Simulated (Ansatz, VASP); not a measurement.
**ZrC: VASP beside Ansatz**

```
Zr C
1.0
     3.40274    0.00000    0.00000
    -1.70137    2.94686    0.00000
     0.00000    0.00000    5.30763
Zr C
2 2
Cartesian
  0.0000 1.9646 1.3269
  1.7014 0.9823 3.9807
  0.0000 0.0000 0.0000
  0.0000 0.0000 2.6538
```

Alike in both runs: task single point; functional r2SCAN; k mesh 8 × 8 × 5; no spin polarisation.

```csv
,VASP,Ansatz
version,VASP 6.6.1,Ansatz 0.2.0
potentials or method,"VASP PAW PBE potentials, release 64 (Zr_sv, C), cutoff 520 eV","plane waves, PAW"
occupations,"methfessel-paxton of order 1, width 0.1 eV",cold
valence electrons in the cell,32,32
```

|  | VASP | Ansatz | Ansatz less VASP |
| --- | --- | --- | --- |
| pressure (GPa) | -4.2 | -4.4 | -0.20 |
| traceless stress, the component that is largest in VASP (GPa) | 3.27 | 3.34 | +0.072 |

VASP's potentials were made for PBE, not for r2SCAN.
